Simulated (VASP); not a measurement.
# AlN (Fm-3m) in VASP: single point with PBE

Aim: the single point of AlN with PBE.

All numbers are computed with VASP 6.6.1; they aren't measurements. Logs are shortened: lines on timing, memory, paths and dates and some standing lists are left out, and cuts for length are marked.

## (1) The cell of the first run

Symmetry: Fm-3m, No. 225, cubic system. The conventional cell has a = 4.070 Å, b = 4.070 Å, c = 4.070 Å, α = 90.00°, β = 90.00°, γ = 90.00°. Al (site symmetry m-3m) has 6 N at 2.04 Å within 2.7 Å. N (site symmetry m-3m) has 6 Al at 2.04 Å within 2.7 Å.

## (2) Single point, PBE

The input, INCAR:

```
ALGO     = Normal         # electronic algorithm
EDIFF    = 1E-6           # SCF threshold, eV
ENCUT    = 600            # plane-wave cutoff, eV
GGA      = PE             # functional
GGA_COMPAT= False        
ISIF     = 2              # what is computed and relaxed
ISMEAR   = 0              # smearing method
LASPH    = True           # aspherical terms in the spheres
LCHARG   = False          # write CHGCAR
LREAL    = False          # projectors in reciprocal space
LWAVE    = False          # write WAVECAR
NBANDS   = 11             # bands
NELM     = 120            # most SCF steps
PREC     = Accurate       # precision mode
SIGMA    = 0.02           # smearing width, eV
```

The input, KPOINTS:

```
k-points
0
Gamma
  10 10 10
```

The input, POSCAR:

```
AlN
1.0
    0.0000000000      2.0352491790      2.0352491790
    2.0352491790      0.0000000000      2.0352491790
    2.0352491790      2.0352491790      0.0000000000
Al N
1 1
Direct
    0.0000000000      0.0000000000      0.0000000000
    0.5000000000      0.5000000000      0.5000000000
```

Potentials or basis: VASP PAW PBE potentials, release 64 (Al, N).

Launch:

```
$ cat potpaw_PBE.64/Al/POTCAR potpaw_PBE.64/N/POTCAR > POTCAR
$ mpirun -np 1 vasp_std > vasp.out
```

OUTCAR:

```text
EDIFF = 1E-6
   ENCUT = 600
   GGA = PE
   ISIF = 2
   ISMEAR = 0
   LASPH = True
   LREAL = False
   NELM = 120
   PREC = Accurate

 ion  position               nearest neighbor table
   1  0.000  0.000  0.000-   2 2.04   2 2.04   2 2.04   2 2.04   2 2.04   2 2.04
   2  0.500  0.500  0.500-   1 2.04   1 2.04   1 2.04   1 2.04   1 2.04   1 2.04

  LATTYP: Found a face centered cubic cell.
 ALAT       =     4.0704983580

  Lattice vectors:

 A1 = (   0.0000000000,   2.0352491790,   2.0352491790)
 A2 = (   2.0352491790,   0.0000000000,   2.0352491790)
 A3 = (   2.0352491790,   2.0352491790,   0.0000000000)

Analysis of symmetry for initial positions (statically):
=====================================================================
 Subroutine PRICEL returns:
 Original cell was already a primitive cell.

 Routine SETGRP: Setting up the symmetry group for a
 face centered cubic supercell.

 Subroutine GETGRP returns: Found 48 space group operations
[... 9 lines left out ...]

 Routine SETGRP: Setting up the symmetry group for a
 face centered cubic supercell.

 Subroutine GETGRP returns: Found 48 space group operations
[... 11 lines left out ...]
                                     Primitive cell

  volume of cell :      16.8610

  direct lattice vectors                    reciprocal lattice vectors
     0.000000000  2.035249179  2.035249179    -0.245670164  0.245670164  0.245670164
     2.035249179  0.000000000  2.035249179     0.245670164 -0.245670164  0.245670164
     2.035249179  2.035249179  0.000000000     0.245670164  0.245670164 -0.245670164

  length of vectors
     2.878276992  2.878276992  2.878276992     0.425513206  0.425513206  0.425513206

  position of ions in fractional coordinates (direct lattice)
     0.000000000  0.000000000  0.000000000
     0.500000000  0.500000000  0.500000000

  ion indices of the primitive-cell ions
   primitive index   ion index
                 1           1
                 2           2

----------------------------------------------------------------------------------------

 KPOINTS: k-points

Automatic generation of k-mesh.
 Grid dimensions read from file:
 generate k-points for:   10   10   10

 Generating k-lattice:

  Cartesian coordinates                     Fractional coordinates (reciprocal lattice)
    -0.024567016  0.024567016  0.024567016     0.100000000  0.000000000  0.000000000
     0.024567016 -0.024567016  0.024567016     0.000000000  0.100000000  0.000000000
     0.024567016  0.024567016 -0.024567016     0.000000000  0.000000000  0.100000000

  Length of vectors
     0.042551321  0.042551321  0.042551321

  Shift w.r.t. Gamma in fractional coordinates (k-lattice)
     0.000000000  0.000000000  0.000000000

 Subroutine IBZKPT returns following result:
 ===========================================

 Found     47 irreducible k-points:

 Following reciprocal coordinates:
            Coordinates               Weight
  0.000000  0.000000  0.000000      1.000000
  0.100000  0.000000  0.000000      8.000000
  0.200000  0.000000  0.000000      8.000000
  0.300000  0.000000  0.000000      8.000000
  0.400000  0.000000  0.000000      8.000000
  0.500000  0.000000  0.000000      4.000000
[... 16 lines left out ...]
  0.300000  0.300000  0.000000      6.000000
  0.400000  0.300000  0.000000     24.000000
 [... further k-points ...]
   k-points           NKPTS =     47   k-points in BZ     NKDIM =     47   number of bands    NBANDS=     11
   number of dos      NEDOS =    301   number of ions     NIONS =      2
   total plane-waves  NPLWV =  13824
   dimension x,y,z NGX =    24 NGY =   24 NGZ =   24
   dimension x,y,z NGXF=    48 NGYF=   48 NGZF=   48
   ions per type =               1   1
   NGX,Y,Z   is equivalent  to a cutoff of  13.86, 13.86, 13.86 a.u.
   NGXF,Y,Z  is equivalent  to a cutoff of  27.72, 27.72, 27.72 a.u.
 SYSTEM =  unknown system
   PREC   = accura    normal or accurate (medium, high low for compatibility)
   ISTART =      0    job   : 0-new  1-cont  2-samecut
   ICHARG =      2    charge: 1-file 2-atom 10-const
   ISPIN  =      1    spin polarized calculation?
   LNONCOLLINEAR =      F non collinear calculations
   LSORBIT =      F    spin-orbit coupling
   LASPH  =      T    aspherical Exc in radial PAW
   ENCUT  =  600.0 eV  44.10 Ry    6.64 a.u.   5.75  5.75  5.75*2*pi/ulx,y,z
   NELM   =    120;   NELMIN=  2; NELMDL= -5     # of ELM steps
   EDIFF  = 0.1E-05   stopping-criterion for ELM
   LREAL  =      F    real-space projection
   EDIFFG = 0.1E-04   stopping-criterion for IOM
   NSW    =      0    number of steps for IOM
   IBRION =     -1    ionic relax: 0-MD 1-quasi-New 2-CG
   NFREE  =      0    steps in history (QN), initial steepest desc. (CG)
   ISIF   =      2    stress and relaxation
   ISYM   =      2    0-nonsym 1-usesym 2-fastsym
   POTIM  = 0.5000    time-step for ionic-motion
   TEBEG  =    0.0;   TEEND  =   0.0 temperature during run
   PSTRESS=    0.0 pullay stress
   NELECT =       8.0000    total number of electrons
   NUPDOWN=      -1.0000    fix difference up-down
   EMIN   =  10.00;   EMAX   =-10.00  energy-range for DOS
   EFERMI =   0.00;   METHOD = LEGACY
   ISMEAR =     0;   SIGMA  =   0.02  broadening in eV -4-tet -1-fermi 0-gaus
   EFERMI_NEDOS =   21; number of points for ismear=-14 and -15
   IALGO  =     38    algorithm
   IMIX   =      4    mixing-type and parameters
     AMIX     =   0.40;   BMIX     =  1.00
     AMIX_MAG =   1.60;   BMIX_MAG =  1.00
  volume/ion in A,a.u.               =       8.43        56.89
  Fermi-wavevector in a.u.,A,eV,Ry     =   1.276862  2.412919 22.182614  1.630376
  Thomas-Fermi vector in A             =   2.409494
   LORBIT       =      0    0 simple, 1 ext, 2 COOP (PROOUT), +10 PAW based schemes
   GGA     = PE    functional components
   LHFCALC =     F    Hartree Fock is set to
   AEXX    =    0.0000 exact exchange contribution
   IVDW    =     0    specifies the selected vdW correction
   LEPSILON=     F    determine dielectric tensor
   LRPA    =     F    only Hartree local field effects (RPA)
 non-spin polarized calculation
 Gauss-broadening in eV      SIGMA  =   0.02
  energy-cutoff  :      600.00
  volume of cell :       16.86
 maximum number of plane-waves:       588
   NGX = 11   NGY = 11   NGZ = 11

 number of electron       8.0000000 magnetization

 Free energy of the ion-electron system (eV)
  ---------------------------------------------------
  ext. energy  EPLUGINS =         0.00000000
  ---------------------------------------------------
  free energy    TOTEN  =       -14.54764925 eV

  energy without entropy =      -14.54764925  energy(sigma->0) =      -14.54764925

 E-fermi :   9.8660     XC(G=0): -12.1915

 val. band max:        9.7043283846   @ k =   0.0000   0.0000   0.0000
 cond. band min:      14.1176598706   @ k =   0.5000   0.5000   0.0000
 fundamental gap:      4.4133314860
 Fermi energy:         9.8660142356

 k-point     1 :       0.0000    0.0000    0.0000
  band No.  band energies     occupation
      1      -7.6676      2.00000
      2       9.7043      2.00000
      3       9.7043      2.00000
      4       9.7043      2.00000
      5      15.0957      0.00000
      6      21.8061      0.00000
      7      21.8061      0.00000
      8      21.8061      0.00000
      9      26.8926      0.00000
     10      27.3455      0.00000
     11      27.3455      0.00000

 k-point     2 :       0.1000    0.0000    0.0000
  band No.  band energies     occupation
      1      -7.4664      2.00000
      2       8.6866      2.00000
      3       9.5864      2.00000
      4       9.5864      2.00000
      5      15.7368      0.00000
      6      20.9016      0.00000
      7      22.0936      0.00000
      8      22.0936      0.00000
      9      25.7141      0.00000
     10      25.7141      0.00000
     11      27.6857      0.00000

 k-point     3 :       0.2000    0.0000    0.0000
  band No.  band energies     occupation
      1      -6.8815      2.00000
      2       6.5679      2.00000
      3       9.3002      2.00000
      4       9.3002      2.00000
      5      16.4312      0.00000
      6      20.3508      0.00000
      7      22.2219      0.00000
      8      22.2219      0.00000
      9      25.1606      0.00000
     10      25.1606      0.00000
     11      26.9952      0.00000

 k-point     4 :       0.3000    0.0000    0.0000
  band No.  band energies     occupation
      1      -5.9868      2.00000
      2       4.2773      2.00000
      3       8.9826      2.00000
      4       8.9826      2.00000
      5      16.2250      0.00000
      6      21.2129      0.00000
      7      21.4550      0.00000
      8      21.4550      0.00000
      9      26.1890      0.00000
     10      26.6554      0.00000
     11      26.6554      0.00000

 k-point     5 :       0.4000    0.0000    0.0000
  band No.  band energies     occupation
      1      -4.9971      2.00000
      2       2.3599      2.00000
      3       8.7490      2.00000
      4       8.7490      2.00000
      5      15.8540      0.00000
      6      20.7818      0.00000
      7      20.7818      0.00000
      8      22.2876      0.00000
      9      25.6941      0.00000
     10      28.8507      0.00000
     11      28.8507      0.00000

 k-point     6 :       0.5000    0.0000    0.0000
  band No.  band energies     occupation
      1      -4.4870      2.00000
      2       1.5278      2.00000
      3       8.6644      2.00000
      4       8.6644      2.00000
      5      15.7124      0.00000
      6      20.5414      0.00000
      7      20.5414      0.00000
      8      22.7020      0.00000
      9      25.5845      0.00000
     10      30.1551      0.00000
     11      30.1551      0.00000

 k-point     7 :       0.1000    0.1000    0.0000
  band No.  band energies     occupation
      1      -7.3998      2.00000
      2       8.7610      2.00000
      3       9.3452      2.00000
      4       9.3452      2.00000
      5      15.9993      0.00000
      6      20.2819      0.00000
      7      22.3898      0.00000
      8      22.3898      0.00000
      9      23.9750      0.00000
     10      27.6637      0.00000
     11      28.8269      0.00000

 k-point     8 :       0.2000    0.1000    0.0000
  band No.  band energies     occupation
      1      -6.9438      2.00000
      2       7.1885      2.00000
      3       8.9803      2.00000
      4       9.1088      2.00000
      5      16.8328      0.00000
      6      19.4391      0.00000
      7      21.9404      0.00000
      8      22.8323      0.00000
      9      23.5931      0.00000
     10      26.9839      0.00000
     11      28.5343      0.00000
[... 141 lines left out ...]
 k-point    19 :       0.5000    0.2000    0.0000
  band No.  band energies     occupation
      1      -4.2694      2.00000
      2       2.5601      2.00000
      3       6.5358      2.00000
      4       7.9757      2.00000
      5      16.6890      0.00000
      6      19.0962      0.00000
      7      21.4593      0.00000
      8      22.4584      0.00000
      9      26.5003      0.00000
     10      30.5677      0.00000
     11      31.1998      0.00000

 k-point    20 :      -0.4000    0.2000    0.0000
  band No.  band energies     occupation
      1      -4.1237      2.00000
      2       2.3727      2.00000
      3       6.1115      2.00000
      4       8.2165      2.00000
      5      17.0687      0.00000
      6      19.1395      0.00000
      7      21.9613      0.00000
      8      21.9835      0.00000
      9      27.4395      0.00000
     10      29.1952      0.00000
     11      30.2743      0.00000

 k-point    21 :      -0.3000    0.2000    0.0000
  band No.  band energies     occupation
      1      -4.7902      2.00000
      2       3.4236      2.00000
      3       6.1143      2.00000
      4       8.6161      2.00000
      5      17.7803      0.00000
      6      19.4290      0.00000
      7      20.9508      0.00000
      8      21.8374      0.00000
      9      26.5998      0.00000
     10      28.7198      0.00000
     11      30.2087      0.00000

 k-point    22 :      -0.2000    0.2000    0.0000
  band No.  band energies     occupation
      1      -5.6976      2.00000
      2       4.7984      2.00000
      3       6.8298      2.00000
      4       9.0481      2.00000
      5      18.1611      0.00000
      6      19.6263      0.00000
      7      20.3157      0.00000
      8      22.0443      0.00000
      9      24.6371      0.00000
     10      28.6261      0.00000
     11      29.9019      0.00000

 k-point    23 :       0.3000    0.3000    0.0000
  band No.  band energies     occupation
      1      -5.4599      2.00000
      2       4.9456      2.00000
      3       7.7217      2.00000
      4       7.7217      2.00000
      5      16.3692      0.00000
      6      16.4226      0.00000
      7      21.2314      0.00000
      8      25.1045      0.00000
      9      25.1045      0.00000
     10      30.0575      0.00000
     11      33.5187      0.00000

 k-point    24 :       0.4000    0.3000    0.0000
  band No.  band energies     occupation
      1      -4.7226      2.00000
      2       3.9362      2.00000
      3       6.9622      2.00000
      4       7.4692      2.00000
      5      15.7091      0.00000
      6      16.5739      0.00000
      7      21.6862      0.00000
      8      25.0598      0.00000
      9      25.7977      0.00000
     10      31.3147      0.00000
     11      34.1984      0.00000

 [... further k-points ...]
[... 5 lines left out ...]
  --------------------------------------------------------------------------------------
  -------------------------------------------------------------------------------------
  Total       -0.0440762     -0.0440762     -0.0440762      0.0000000      0.0000000     -0.0000000
  in kB       -4.1882444     -4.1882444     -4.1882444      0.0000000      0.0000000     -0.0000000
  external PRESSURE =      -4.1882444 kB  Pullay stress =       0.0000000 kB

 VOLUME and BASIS-vectors are now :
 -----------------------------------------------------------------------------
  energy-cutoff  :      600.00
  volume of cell :       16.86
      direct lattice vectors                 reciprocal lattice vectors
     0.000000000  2.035249179  2.035249179    -0.245670164  0.245670164  0.245670164
     2.035249179  0.000000000  2.035249179     0.245670164 -0.245670164  0.245670164
     2.035249179  2.035249179  0.000000000     0.245670164  0.245670164 -0.245670164

 POSITION                                       TOTAL-FORCE (eV/Angst)
 -----------------------------------------------------------------------------------
      0.00000      0.00000      0.00000        -0.000000     -0.000000      0.000000
      2.03525      2.03525      2.03525         0.000000      0.000000     -0.000000
 -----------------------------------------------------------------------------------
    total drift:                               -0.000000     -0.000000      0.000000

  FREE ENERGIE OF THE ION-ELECTRON SYSTEM (eV)
  ---------------------------------------------------
  free  energy   TOTEN  =       -14.5476492458 eV

  energy  without entropy=      -14.5476492458  energy(sigma->0) =      -14.54764925
```

Run time: 8.2 s. Hardware: 1 thread of Intel Xeon 8259CL, shared host; peak memory 0.14 GiB.

Results:

| Quantity | Value |
| --- | --- |
| Free energy | -14.5476 eV |
| Pressure | -0.4 GPa |
| Band gap on the k mesh | 4.41 eV, indirect (least direct gap 5.39 eV) |
